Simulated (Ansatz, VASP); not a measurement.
## MgO in VASP and in Ansatz

File POSCAR:

```
MgO
1.0
    0.0062156338      2.1014458981      2.1014458981
    2.1014458981      0.0062156338      2.1014458981
    2.1014458981      2.1014458981      0.0062156338
Mg O
1 1
Direct
    0.0000000000      0.0000000000      0.0000000000
    0.5000000000      0.5000000000      0.5000000000
```

The input INCAR.step1:

```
SYSTEM = MgO
PREC = Accurate
ENCUT = 660
ISMEAR = 0
SIGMA = 0.01
LREAL = .False.
LASPH = .True.
NELM = 120
NBANDS = 15
GGA = PE
ALGO = Normal
EDIFF = 1E-5
LWAVE = .True.
LCHARG = .False.
GGA_COMPAT = .False.
```

Contents of INCAR.step2:

```
SYSTEM = MgO
PREC = Accurate
ENCUT = 660
EDIFF = 1E-6
ISMEAR = 0
SIGMA = 0.01
LREAL = .False.
LASPH = .True.
NELM = 120
ALGO = Normal
ISIF = 2
LWAVE = .False.
LCHARG = .False.
METAGGA = R2SCAN
LMIXTAU = .True.
NBANDS = 15
ISTART = 1
GGA_COMPAT = .False.
```

KPOINTS

```
regular mesh
0
Gamma
  10 10 10
  0 0 0
```

Input for Ansatz:

```yaml
crystal:
  lattice:
    - [0.0062156338, 2.1014458981, 2.1014458981]
    - [2.1014458981, 0.0062156338, 2.1014458981]
    - [2.1014458981, 2.1014458981, 0.0062156338]
  atoms:
    - { symbol: Mg, position: [0.0, 0.0, 0.0] }
    - { symbol: O, position: [0.5, 0.5, 0.5] }
kpoints:
  mp_grid: { grid: [10, 10, 10] }
  band_path:
    path:
      - [0.0, 0.0, 0.0]
      - [0.5, 0.0, 0.5]
      - [0.625, 0.25, 0.625]
      - [0.375, 0.375, 0.75]
      - [0.5, 0.5, 0.5]
      - [0.5, 0.25, 0.75]
    npoints: 1
hamiltonian:
  xc: r2scan
scf:
  occupations: { method: fixed }
  n_extra_bands: 4
output:
  forces: true
  stress: true
  eigenvalues: true
```

Change from the starting cell: epitaxial_111 strain -0.3%.

Alike in both runs: task single point; functional r2SCAN; k mesh 10 × 10 × 10; no spin polarisation.

```csv
,VASP,Ansatz
version,VASP 6.6.1,Ansatz 0.2.0
potentials or method,"VASP PAW PBE potentials, release 64 (Mg_sv, O)","plane waves, PAW"
plane-wave cutoff (eV),660,500
occupations,"gaussian, width 0.01 eV",fixed
valence electrons in the cell,16,16
```

Ansatz gave:

* gap on the k mesh at the Fermi level (eV): 5.73
* pressure (GPa): 0.9
* traceless stress, the component that is largest in VASP (GPa): -0.47

Which values does VASP return?

gap on the k mesh at the Fermi level (eV): 5.76; pressure (GPa): 0.7; traceless stress, the component that is largest in VASP (GPa): -0.45.

VASP's potentials were made for PBE, not for r2SCAN.
